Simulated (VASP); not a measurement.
Wanted: the native input for a VASP 6.6.1 run.

* Task: single point
* Functional: PBEsol
* Potentials or basis: VASP PAW PBE potentials, release 64 (Al, P)
* Cutoff: 500 eV
* k mesh: 8 × 8 × 8
* Occupations: methfessel-paxton, width 0.02 eV
* Spin: no spin polarisation
* Dipole correction: no
* Further INCAR settings: ALGO = Normal; EDIFF = 1e-06; NBANDS = 11

The structure of AlP lies in POSCAR:

```
AlP
1.0
    0.0000000000      2.7351727453      2.7351727453
    2.7351727453      0.0000000000      2.7351727453
    2.7351727453      2.7351727453      0.0000000000
Al P
1 1
Direct
    0.0000000000      0.0000000000      0.0000000000
    0.7500000000      0.7500000000      0.7500000000
```

One way to write it, as run:

INCAR

```
PREC = Accurate ; ENCUT = 500
EDIFF = 1E-6 ; ISMEAR = 1
SIGMA = 0.02 ; LREAL = F
LASPH = T ; NELM = 120
ALGO = Normal ; ISIF = 2
LWAVE = F ; LCHARG = F
GGA = PS ; NBANDS = 11
GGA_COMPAT = F
```

KPOINTS

```
regular mesh
0
Gamma
  8 8 8
```

Potentials or basis: VASP PAW PBE potentials, release 64 (Al, P).

Command:

```bash
$ cat potpaw_PBE.64/Al/POTCAR potpaw_PBE.64/P/POTCAR > POTCAR
$ mpirun -np 1 vasp_std > vasp.out
```

It gave:

```json
{
 "Pressure": "0.0 GPa",
 "Band gap on the k mesh": "1.45 eV, indirect (least direct gap 3.16 eV)"
}
```

Caveat: the PAW data sets were made with another functional, which shifts forces and pressure a little.

Wall time 5.5 s on 1 thread of AMD EPYC 9R45 96-Core Processor (Zen 5), on a shared host, peak memory 0.12 GiB.
